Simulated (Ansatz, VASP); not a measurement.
## Hf4Ta: VASP beside Ansatz

```
Hf Ta
1.0
    -3.19280    3.19280    3.19280
     3.19280   -3.19280    3.19280
     3.19280    3.19280   -3.19280
Hf Ta
4 1
Direct
  0.50000 0.50000 0.50000
  0.50000 0.00000 0.00000
  0.00000 0.00000 0.50000
  0.00000 0.50000 0.00000
  0.00000 0.00000 0.00000
```

Change from the starting cell: species swapped into the GeF4 type (I-43m, No. 217).

Alike in both runs: functional PBE; k mesh 8 × 8 × 8; occupations gaussian, width 0.1 eV; no spin polarisation.

Ansatz relaxed the structure, and its values are those at the end. VASP's run is a single point on that final structure, the one shown.

```csv
,VASP,Ansatz
version,VASP 6.6.1,Ansatz 0.2.0
potentials or method,"VASP PAW PBE potentials, release 64 (Hf_pv, Ta_pv), cutoff 520 eV","scalar-relativistic, plane waves, PAW"
valence electrons in the cell,51,117
```

```csv
,VASP,Ansatz,Ansatz less VASP
gap on the k mesh at the Fermi level (eV),none,none,-
pressure (GPa),-0.3,0.0,+0.30
```

A gap of «none» marks a metal or a gap that the smearing closes. With one functional, cell and mesh, what is left measures potentials, basis and numerics. VASP's potentials hold 51 valence electrons a cell and Ansatz's 117, so a difference there can come from the potentials and not from the codes.

Spin-orbit coupling is off throughout.
